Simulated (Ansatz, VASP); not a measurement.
**One calculation of SiO2, two programs**

```
Si O
1.0
     4.98200    0.00000    0.00000
     0.00000    4.98200    0.00000
     0.00000    0.00000    6.96300
Si O
4 8
Direct
  0.29897 0.29897 0.00000
  0.20103 0.79897 0.25000
  0.70103 0.70103 0.50000
  0.79897 0.20103 0.75000
  0.23989 0.10347 0.17813
  0.39653 0.73989 0.42813
  0.76011 0.89653 0.67813
  0.60347 0.26011 0.92813
  0.73989 0.39653 0.57187
  0.89653 0.76011 0.32187
  0.26011 0.60347 0.07187
  0.10347 0.23989 0.82187
```

Alike in both runs: task electric field gradients; functional PBE; k mesh 5 × 5 × 4; occupations fermi-dirac, width 0.02 eV; no spin polarisation.

```csv
,VASP,Ansatz
version,VASP 6.6.1,Ansatz 0.2.0
potentials or method,"VASP PAW PBE potentials, release 64 (Si, O)","plane-wave PAW, scalar-relativistic"
plane-wave cutoff (eV),520,420
valence electrons in the cell,64,64
```

```csv
,VASP,Ansatz,Ansatz less VASP
gap on the k mesh at the Fermi level (eV),5.76,5.76,-0.002
pressure (GPa),6.4,6.3,-0.14
"traceless stress, the component that is largest in VASP (GPa)",0.41,0.43,+0.022
rms of the force components (eV/Å),0.199,0.199,-0.0006
size of Vzz on the site where it differs most (V/Å²),87.5,95.0,+7.49
```

Atom by atom the forces differ by 0.009 eV/Å (rms over components). With one functional, cell and mesh, what is left measures potentials, basis and numerics.
